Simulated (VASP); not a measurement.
# MnO (Fm-3m) in VASP: a series of runs

Aim: see how the results for MnO move with the level of theory and the settings. Levels: PBEsol, LDA, RPBE, PBE, BLYP. Tasks: single point.

All numbers are computed with VASP 6.6.1; they aren't measurements. Logs are shortened: lines on timing, memory, paths and dates and some standing lists are left out, and cuts for length are marked.

### Step 1. The cell of the first run

The structure is cubic, space group Fm-3m (No. 225). Conventional cell: a = 4.446 Å, b = 4.446 Å, c = 4.446 Å, α = 90.00°, β = 90.00°, γ = 90.00°. Within 2.9 Å of Mn (site symmetry m-3m) lie 6 O at 2.22 Å. Within 2.9 Å of O (site symmetry m-3m) lie 6 Mn at 2.22 Å.

### Step 2. Single point, PBEsol, collinear spin, ferromagnetic start

INCAR

```
PREC = Accurate
ENCUT = 520
EDIFF = 1E-7
ISMEAR = -1
SIGMA = 0.1
LREAL = F
LASPH = T
NELM = 150
ALGO = Normal
ISIF = 2
LWAVE = F
LCHARG = F
ISPIN = 2
MAGMOM = 4 0
LORBIT = 11
LMAXMIX = 4
GGA = PS
NBANDS = 20
```

KPOINTS

```
regular mesh
0
Gamma
  12 12 12
```

POSCAR

```
MnO
1.0
    0.0000000000      2.2230000000      2.2230000000
    2.2230000000      0.0000000000      2.2230000000
    2.2230000000      2.2230000000      0.0000000000
Mn O
1 1
Direct
    0.0000000000      0.0000000000      0.0000000000
    0.5000000000      0.5000000000      0.5000000000
```

Potentials or basis: VASP PAW PBE potentials, release 64 (Mn_pv, O).

On the command line:

```bash
cat potpaw_PBE.64/Mn_pv/POTCAR potpaw_PBE.64/O/POTCAR > POTCAR
mpirun -np 1 vasp_std > vasp.out
```

OUTCAR:

```text
PREC = Accurate
   ENCUT = 520
   EDIFF = 1E-7
   ISMEAR = -1
   LREAL = F
   LASPH = T
   NELM = 150
   ISIF = 2
   ISPIN = 2
   LORBIT = 11
   GGA = PS

 ion  position               nearest neighbor table
   1  0.000  0.000  0.000-   2 2.22   2 2.22   2 2.22   2 2.22   2 2.22   2 2.22
   2  0.500  0.500  0.500-   1 2.22   1 2.22   1 2.22   1 2.22   1 2.22   1 2.22

  LATTYP: Found a face centered cubic cell.
 ALAT       =     4.4460000000

  Lattice vectors:

 A1 = (   0.0000000000,   2.2230000000,   2.2230000000)
 A2 = (   2.2230000000,   0.0000000000,   2.2230000000)
 A3 = (   2.2230000000,   2.2230000000,   0.0000000000)

Analysis of symmetry for initial positions (statically):
=====================================================================
 Subroutine PRICEL returns:
 Original cell was already a primitive cell.

 Routine SETGRP: Setting up the symmetry group for a
 face centered cubic supercell.

 Subroutine GETGRP returns: Found 48 space group operations
 (whereof 48 operations were pure point group operations)
 out of a pool of 48 trial point group operations.

The static configuration has the point symmetry O_h .

Analysis of symmetry for dynamics (positions and initial velocities):
=====================================================================
 Subroutine PRICEL returns:
 Original cell was already a primitive cell.

 Routine SETGRP: Setting up the symmetry group for a
 face centered cubic supercell.

 Subroutine GETGRP returns: Found 48 space group operations
 (whereof 48 operations were pure point group operations)
 out of a pool of 48 trial point group operations.

The dynamic configuration has the point symmetry O_h .

Analysis of structural, dynamic, and magnetic symmetry:
=====================================================================
 Subroutine PRICEL returns:
 Original cell was already a primitive cell.

 Routine SETGRP: Setting up the symmetry group for a
 face centered cubic supercell.

 Subroutine GETGRP returns: Found 48 space group operations
 (whereof 48 operations were pure point group operations)
 out of a pool of 48 trial point group operations.

The overall configuration has the point symmetry O_h .

 Subroutine INISYM returns: Found 48 space group operations
 (whereof 48 operations are pure point group operations),
 and found     1 'primitive' translations

----------------------------------------------------------------------------------------

                                     Primitive cell

  volume of cell :      21.9709

  direct lattice vectors                    reciprocal lattice vectors
     0.000000000  2.223000000  2.223000000    -0.224921278  0.224921278  0.224921278
     2.223000000  0.000000000  2.223000000     0.224921278 -0.224921278  0.224921278
     2.223000000  2.223000000  0.000000000     0.224921278  0.224921278 -0.224921278

  length of vectors
     3.143796749  3.143796749  3.143796749     0.389575080  0.389575080  0.389575080

  position of ions in fractional coordinates (direct lattice)
     0.000000000  0.000000000  0.000000000
     0.500000000  0.500000000  0.500000000

  ion indices of the primitive-cell ions
   primitive index   ion index
                 1           1
                 2           2

----------------------------------------------------------------------------------------

 KPOINTS: regular mesh

Automatic generation of k-mesh.
 Grid dimensions read from file:
 generate k-points for:   12   12   12

 Generating k-lattice:

  Cartesian coordinates                     Fractional coordinates (reciprocal lattice)
    -0.018743440  0.018743440  0.018743440     0.083333333  0.000000000  0.000000000
     0.018743440 -0.018743440  0.018743440     0.000000000  0.083333333  0.000000000
     0.018743440  0.018743440 -0.018743440     0.000000000  0.000000000  0.083333333

  Length of vectors
     0.032464590  0.032464590  0.032464590

  Shift w.r.t. Gamma in fractional coordinates (k-lattice)
     0.000000000  0.000000000  0.000000000

 Subroutine IBZKPT returns following result:
 ===========================================

 Found     72 irreducible k-points:

 Following reciprocal coordinates:
            Coordinates               Weight
  0.000000  0.000000  0.000000      1.000000
  0.083333  0.000000  0.000000      8.000000
  0.166667  0.000000  0.000000      8.000000
  0.250000  0.000000  0.000000      8.000000
  0.333333  0.000000  0.000000      8.000000
  0.416667  0.000000  0.000000      8.000000
[... 16 lines left out ...]
  0.500000  0.166667  0.000000     24.000000
 -0.416667  0.166667  0.000000     24.000000
 [... further k-points ...]
   k-points           NKPTS =     72   k-points in BZ     NKDIM =     72   number of bands    NBANDS=     20
   number of dos      NEDOS =    301   number of ions     NIONS =      2
   total plane-waves  NPLWV =  13824
   dimension x,y,z NGX =    24 NGY =   24 NGZ =   24
   dimension x,y,z NGXF=    48 NGYF=   48 NGZF=   48
   ions per type =               1   1
   NGX,Y,Z   is equivalent  to a cutoff of  12.69, 12.69, 12.69 a.u.
   NGXF,Y,Z  is equivalent  to a cutoff of  25.38, 25.38, 25.38 a.u.
 SYSTEM =  unknown system
   PREC   = accura    normal or accurate (medium, high low for compatibility)
   ISTART =      0    job   : 0-new  1-cont  2-samecut
   ICHARG =      2    charge: 1-file 2-atom 10-const
   ISPIN  =      2    spin polarized calculation?
   LNONCOLLINEAR =      F non collinear calculations
   LSORBIT =      F    spin-orbit coupling
   LASPH  =      T    aspherical Exc in radial PAW
   ENCUT  =  520.0 eV  38.22 Ry    6.18 a.u.   5.85  5.85  5.85*2*pi/ulx,y,z
   NELM   =    150;   NELMIN=  2; NELMDL= -5     # of ELM steps
   EDIFF  = 0.1E-06   stopping-criterion for ELM
   LREAL  =      F    real-space projection
   EDIFFG = 0.1E-05   stopping-criterion for IOM
   NSW    =      0    number of steps for IOM
   IBRION =     -1    ionic relax: 0-MD 1-quasi-New 2-CG
   NFREE  =      0    steps in history (QN), initial steepest desc. (CG)
   ISIF   =      2    stress and relaxation
   ISYM   =      2    0-nonsym 1-usesym 2-fastsym
   POTIM  = 0.5000    time-step for ionic-motion
   TEBEG  =    0.0;   TEEND  =   0.0 temperature during run
   PSTRESS=    0.0 pullay stress
   NELECT =      19.0000    total number of electrons
   NUPDOWN=      -1.0000    fix difference up-down
   EMIN   =  10.00;   EMAX   =-10.00  energy-range for DOS
   EFERMI =   0.00;   METHOD = LEGACY
   ISMEAR =    -1;   SIGMA  =   0.10  broadening in eV -4-tet -1-fermi 0-gaus
   EFERMI_NEDOS =   21; number of points for ismear=-14 and -15
   IALGO  =     38    algorithm
   IMIX   =      4    mixing-type and parameters
     AMIX     =   0.40;   BMIX     =  1.00
     AMIX_MAG =   1.60;   BMIX_MAG =  1.00
  volume/ion in A,a.u.               =      10.99        74.13
  Fermi-wavevector in a.u.,A,eV,Ry     =   1.559708  2.947420 33.098734  2.432688
  Thomas-Fermi vector in A             =   2.663027
   LORBIT       =     11    0 simple, 1 ext, 2 COOP (PROOUT), +10 PAW based schemes
   GGA     = PS    functional components
   LHFCALC =     F    Hartree Fock is set to
   AEXX    =    0.0000 exact exchange contribution
   IVDW    =     0    specifies the selected vdW correction
   LEPSILON=     F    determine dielectric tensor
   LRPA    =     F    only Hartree local field effects (RPA)
 spin polarized calculation
  energy-cutoff  :      520.00
  volume of cell :       21.97
 maximum number of plane-waves:       609
   NGX = 11   NGY = 11   NGZ = 11

 number of electron      18.9999992 magnetization       4.7126064

 Free energy of the ion-electron system (eV)
  ---------------------------------------------------
  ext. energy  EPLUGINS =         0.00000000
  ---------------------------------------------------
  free energy    TOTEN  =       -17.23042458 eV

  energy without entropy =      -17.20034750  energy(sigma->0) =      -17.21538604

 E-fermi :   7.3893     XC(G=0): -12.1080

 val. band max:        7.3862061616   @ k =   0.5000   0.1667   0.0833
 cond. band min:       7.3946796482   @ k =  -0.3333   0.2500   0.0000
 fundamental gap:      0.0084734866
 Fermi energy:         7.3892598843

 spin component 1

 k-point     1 :       0.0000    0.0000    0.0000
  band No.  band energies     occupation
      1     -42.8007      1.00000
      2     -42.8007      1.00000
      3     -42.8007      1.00000
      4     -12.8401      1.00000
      5       3.6050      1.00000
      6       3.6050      1.00000
[... 12 lines left out ...]
     19      26.9946      0.00000
     20      26.9946      0.00000

 k-point     2 :       0.0833    0.0000    0.0000
  band No.  band energies     occupation
      1     -42.8051      1.00000
      2     -42.8013      1.00000
      3     -42.8013      1.00000
      4     -12.7789      1.00000
      5       2.9381      1.00000
      6       3.1926      1.00000
[... 498 lines left out ...]
 k-point    24 :      -0.4167    0.1667    0.0000
  band No.  band energies     occupation
      1     -42.8593      1.00000
      2     -42.8205      1.00000
      3     -42.8116      1.00000
      4     -11.8116      1.00000
      5      -0.5396      1.00000
      6       1.1563      1.00000
[... 12 lines left out ...]
     19      28.5213      0.00000
     20      31.5922      0.00000

 [... further k-points ...]

 spin component 2

 k-point     1 :       0.0000    0.0000    0.0000
  band No.  band energies     occupation
      1     -38.2379      1.00000
      2     -38.2379      1.00000
      3     -38.2379      1.00000
      4     -12.3813      1.00000
      5       4.0172      1.00000
      6       4.0172      1.00000
[... 12 lines left out ...]
     19      29.2239      0.00000
     20      29.2239      0.00000

 k-point     2 :       0.0833    0.0000    0.0000
  band No.  band energies     occupation
      1     -38.2435      1.00000
      2     -38.2385      1.00000
      3     -38.2385      1.00000
      4     -12.3220      1.00000
      5       3.5688      1.00000
      6       3.8776      1.00000
[... 498 lines left out ...]
 k-point    24 :      -0.4167    0.1667    0.0000
  band No.  band energies     occupation
      1     -38.3122      1.00000
      2     -38.2622      1.00000
      3     -38.2509      1.00000
      4     -11.3904      1.00000
      5       0.3555      1.00000
      6       2.2116      1.00000
[... 12 lines left out ...]
     19      30.0632      0.00000
     20      32.5068      0.00000

 [... further k-points ...]
[... 5 lines left out ...]
  --------------------------------------------------------------------------------------
  -------------------------------------------------------------------------------------
  Total       -1.0571757     -1.0571757     -1.0571757      0.0000000     -0.0000000     -0.0000000
  in kB      -77.0920138    -77.0920138    -77.0920138      0.0000000     -0.0000000     -0.0000000
  external PRESSURE =     -77.0920138 kB  Pullay stress =       0.0000000 kB

 VOLUME and BASIS-vectors are now :
 -----------------------------------------------------------------------------
  energy-cutoff  :      520.00
  volume of cell :       21.97
      direct lattice vectors                 reciprocal lattice vectors
     0.000000000  2.223000000  2.223000000    -0.224921278  0.224921278  0.224921278
     2.223000000  0.000000000  2.223000000     0.224921278 -0.224921278  0.224921278
     2.223000000  2.223000000  0.000000000     0.224921278  0.224921278 -0.224921278

 POSITION                                       TOTAL-FORCE (eV/Angst)
 -----------------------------------------------------------------------------------
      0.00000      0.00000      0.00000        -0.000000      0.000000     -0.000000
      2.22300      2.22300      2.22300         0.000000     -0.000000      0.000000
 -----------------------------------------------------------------------------------
    total drift:                                0.000000     -0.000000     -0.000000

  FREE ENERGIE OF THE ION-ELECTRON SYSTEM (eV)
  ---------------------------------------------------
  free  energy   TOTEN  =       -17.2304245771 eV

  energy  without entropy=      -17.2003475006  energy(sigma->0) =      -17.21538604

 total charge

# of ion       s       p       d       tot
------------------------------------------
    1        0.206   6.179   4.973  11.358
    2        1.557   3.389   0.000   4.946
--------------------------------------------------
tot          1.763   9.568   4.973  16.304

 magnetization (x)

# of ion       s       p       d       tot
------------------------------------------
    1        0.034   0.026   4.220   4.280
    2        0.030   0.161   0.000   0.191
--------------------------------------------------
tot          0.064   0.187   4.220   4.471
```

Run time: 48 s. Hardware: 1 thread of AMD EPYC 7R13 (Zen 3), shared host; peak memory 0.15 GiB.

Results:

```yaml
Free_energy: -17.2304 eV
Pressure: -7.7 GPa
Net_moment: 4.71 μB per cell
Site_moments: Mn +4.28; O +0.19 μB
Valence_electrons_inside_the_program's_atomic_spheres: Mn 11.36; O 4.95
```

Caveat: the cell stands under tension; the PAW data sets were made with another functional, which shifts forces and pressure a little; a cell with one magnetic atom can't hold antiferromagnetic order, which such compounds often take; semilocal functionals often make such compounds metallic where correlation or magnetic order opens a gap, which also shifts bond lengths.

### Step 3. Single point, LDA, collinear spin, ferromagnetic start

INCAR

```
SYSTEM = MnO
PREC = Accurate
ENCUT = 520
EDIFF = 1E-6
ISMEAR = -1
SIGMA = 0.1
LREAL = .False.
LASPH = .True.
NELM = 150
ALGO = Normal
ISIF = 2
LWAVE = .False.
LCHARG = .False.
ISPIN = 2
MAGMOM = 4 0
LORBIT = 11
LMAXMIX = 4
NBANDS = 20
```

KPOINTS

```
Automatic mesh
0
Gamma
  12 12 12
  0 0 0
```

POSCAR is that of step 2.

Potentials or basis: VASP PAW LDA potentials, release 64 (Mn_pv, O).

On the command line:

```bash
cat potpaw_LDA.64/Mn_pv/POTCAR potpaw_LDA.64/O/POTCAR > POTCAR
mpirun -np 1 vasp_std > vasp.out
```

It took 46 s on 1 thread of AMD EPYC 7R13 (Zen 3), shared host; peak memory 0.13 GiB.

It converged, with:

| Property | Result |
| --- | --- |
| Free energy | -17.6058 eV |
| Pressure | -17.5 GPa |
| Net moment | 4.52 μB per cell |
| Site moments | Mn +4.11; O +0.18 μB |
| Valence electrons inside the program's atomic spheres | Mn 11.38; O 4.92 |

Levels at points of the mesh, in eV from the Fermi level:
Spin up:
| k point | band 10 | band 11 | band 12 | band 13 | band 14 | band 15 |
| --- | --- | --- | --- | --- | --- | --- |
| (0.00, 0.00, 0.00) | -2.97 | -2.48 | -2.48 | -0.37 | 14.02 | 16.31 |
| (0.50, 0.00, 0.00) | -1.66 | 0.35 | 0.35 | 3.53 | 7.74 | 11.82 |
| (0.50, 0.50, 0.00) | -1.77 | -1.77 | -1.67 | 5.06 | 7.79 | 10.48 |
Spin down:
```csv
k point,band 3,band 4,band 5,band 6,band 7,band 8,band 9,band 10,band 11,band 12
"(0.00, 0.00, 0.00)",-45.63,-19.59,-3.40,-3.40,-3.40,0.34,0.34,0.34,0.62,0.99
"(0.50, 0.00, 0.00)",-45.64,-18.58,-7.48,-4.95,-4.95,1.56,1.57,1.57,3.32,3.32
"(0.50, 0.50, 0.00)",-45.66,-18.62,-6.47,-4.38,-4.38,-1.19,1.58,1.82,2.00,2.00
```

Caveat: the cell stands under tension; a cell with one magnetic atom can't hold antiferromagnetic order, which such compounds often take; semilocal functionals often make such compounds metallic where correlation or magnetic order opens a gap, which also shifts bond lengths. With open d or f shells a metallic result of LDA can be an artefact of self-interaction; +U or a hybrid may open a gap.

### Step 4. Single point, RPBE, collinear spin, ferromagnetic start

INCAR

```
SYSTEM = MnO
  ALGO = Normal
  EDIFF = 1E-6
  ENCUT = 520
  GGA = RP
  ISIF = 2
  ISMEAR = -1
  ISPIN = 2
  LASPH = .TRUE.
  LCHARG = .FALSE.
  LMAXMIX = 4
  LORBIT = 11
  LREAL = .FALSE.
  LWAVE = .FALSE.
  MAGMOM = 4 0
  NBANDS = 20
  NELM = 150
  PREC = Accurate
  SIGMA = 0.1
```

KPOINTS

```
k-points
0
G
  12 12 12
  0 0 0
```

POSCAR is that of step 3.

Potentials or basis: VASP PAW PBE potentials, release 64 (Mn_pv, O).

On the command line:

```bash
cat potpaw_PBE.64/Mn_pv/POTCAR potpaw_PBE.64/O/POTCAR > POTCAR
mpirun -np 1 vasp_std > vasp.out
```

Wall time 46 s (1 thread of AMD EPYC 7R13 (Zen 3), shared host); peak memory 0.15 GiB.

The run converged. Its results:

```
Free energy                                           : -15.7152 eV
Pressure                                              : 5.8 GPa
Net moment                                            : 4.81 μB per cell
Site moments                                          : Mn +4.37; O +0.20 μB
Valence electrons inside the program's atomic spheres : Mn 11.34; O 4.99
```

Levels at points of the mesh, in eV from the Fermi level:
Spin up:
```csv
k point,band 8,band 9,band 10,band 11,band 12,band 13,band 14,band 15,band 16,band 17
"(0.00, 0.00, 0.00)",-3.30,-3.30,-3.30,-2.77,-2.77,-0.54,13.95,16.32,16.32,16.32
"(0.50, 0.00, 0.00)",-2.41,-2.41,-1.96,0.14,0.14,3.47,7.76,11.90,11.90,18.45
"(0.50, 0.50, 0.00)",-4.28,-2.35,-2.14,-2.14,-2.01,5.04,7.84,10.37,13.70,13.70
```
Spin down:
```tsv
k point	band 5	band 6	band 7	band 8	band 9	band 10
(0.00, 0.00, 0.00)	-3.38	-3.38	-3.38	0.84	0.84	0.84
(0.50, 0.00, 0.00)	-7.34	-4.84	-4.84	2.01	2.05	2.05
(0.50, 0.50, 0.00)	-6.41	-4.35	-4.35	-0.73	2.03	2.22
```

Caveat: the cell stands under pressure; the PAW data sets were made with another functional, which shifts forces and pressure a little; a cell with one magnetic atom can't hold antiferromagnetic order, which such compounds often take; semilocal functionals often make such compounds metallic where correlation or magnetic order opens a gap, which also shifts bond lengths. With open d or f shells a metallic result of RPBE can be an artefact of self-interaction; +U or a hybrid may open a gap.

(Part 1 of 2 ends here.)
